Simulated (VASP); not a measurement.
Write the native input for VASP 6.6.1 that does the following.

| Property | Result |
| --- | --- |
| Task | single point |
| Functional | r2SCAN |
| Potentials or basis | VASP PAW PBE potentials, release 64 (Al, Cu) |
| Cutoff | 520 eV |
| k mesh | 13 × 13 × 13 |
| Occupations | fermi-dirac, width 0.05 eV |
| Spin | no spin polarisation |
| Dipole correction | no |
| Further INCAR settings | ALGO = Normal; EDIFF = 1e-07; NBANDS = 16 |

Crystal: Al2Cu.

```xyz
3
Lattice="-1.8803 1.8803 2.6593 1.8803 -1.8803 2.6593 1.8803 1.8803 -2.6593" Properties=species:S:1:pos:R:3 pbc="T T T"
Al    0.0000    1.8803    1.3296
Al    1.8803    0.0000    1.3296
Cu    0.0000    0.0000    2.6593
```

The input as run:

POSCAR

```
Al2Cu
1.0
   -1.8803358738      1.8803358738      2.6592987639
    1.8803358738     -1.8803358738      2.6592987639
    1.8803358738      1.8803358738     -2.6592987639
Al Cu
2 1
Direct
    0.7500000000      0.2500000000      0.5000000000
    0.2500000000      0.7500000000      0.5000000000
    0.5000000000      0.5000000000      0.0000000000
```

INCAR.step1

```
ALGO = Normal
EDIFF = 1E-4
ENCUT = 520
GGA = PE
ISMEAR = -1
LASPH = T
LCHARG = F
LREAL = F
LWAVE = T
NBANDS = 16
NELM = 60
PREC = Accurate
SIGMA = 0.05
```

INCAR.step2

```
ALGO = Normal
EDIFF = 1E-7
ENCUT = 520
ISIF = 2
ISMEAR = -1
ISTART = 1
LASPH = T
LCHARG = F
LMIXTAU = T
LREAL = F
LWAVE = F
METAGGA = R2SCAN
NBANDS = 16
NELM = 60
PREC = Accurate
SIGMA = 0.05
```

KPOINTS

```
k-points
0
Gamma
  13 13 13
```

Potentials or basis: VASP PAW PBE potentials, release 64 (Al, Cu).

The run is started by

```console
$ cat potpaw_PBE.64/Al/POTCAR potpaw_PBE.64/Cu/POTCAR > POTCAR
$ cp INCAR.step1 INCAR
$ mpirun -np 1 vasp_std > vasp.out
$ cp INCAR.step2 INCAR
$ mpirun -np 1 vasp_std > vasp.out
```

Results of the run:

```json
{
 "Pressure": "38.6 GPa"
}
```

Caveat: the PAW data sets were made with another functional, which shifts forces and pressure a little.

Wall time 13 min on 1 thread of AMD EPYC 7R13, with other jobs on the host, peak memory 0.22 GiB.
